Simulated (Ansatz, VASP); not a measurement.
## Co3C2 in VASP and in Ansatz

```
CELL_PARAMETERS angstrom
3.13595 0.00000 0.00000
-1.56797 2.71581 0.00000
0.00000 0.00000 5.04027
ATOMIC_POSITIONS crystal
Co 0.00000 0.00000 0.00000
Co 0.33333 0.66667 0.66137
Co 0.66667 0.33333 0.33863
C 0.33333 0.66667 0.24244
C 0.66667 0.33333 0.75756
```

Alike in both runs: functional PBE; k mesh 6 × 6 × 4; occupations gaussian, width 0.1 eV; no spin polarisation.

Ansatz relaxed the structure, and its values are those at the end. VASP's run is a single point on that final structure, the one shown.

|  | VASP | Ansatz |
| --- | --- | --- |
| version | VASP 6.6.1 | Ansatz 0.2.0 |
| potentials or method | VASP PAW PBE potentials, release 64 (Co, C), cutoff 520 eV | scalar-relativistic, plane waves, PAW |
| valence electrons in the cell | 35 | 59 |

Ansatz gave:

- gap on the k mesh at the Fermi level (eV): none
- pressure (GPa): -0.1
- rms of the force components (eV/Å): 0.001

**Question.** Which values does VASP return?

**Answer.** gap on the k mesh at the Fermi level (eV): none; pressure (GPa): -0.1; rms of the force components (eV/Å): 0.014.

A gap of «none» marks a metal or a gap that the smearing closes. VASP's potentials hold 35 valence electrons a cell and Ansatz's 59, so a difference there can come from the potentials and not from the codes.

The k mesh is coarse, so the values compare programs but aren't converged.
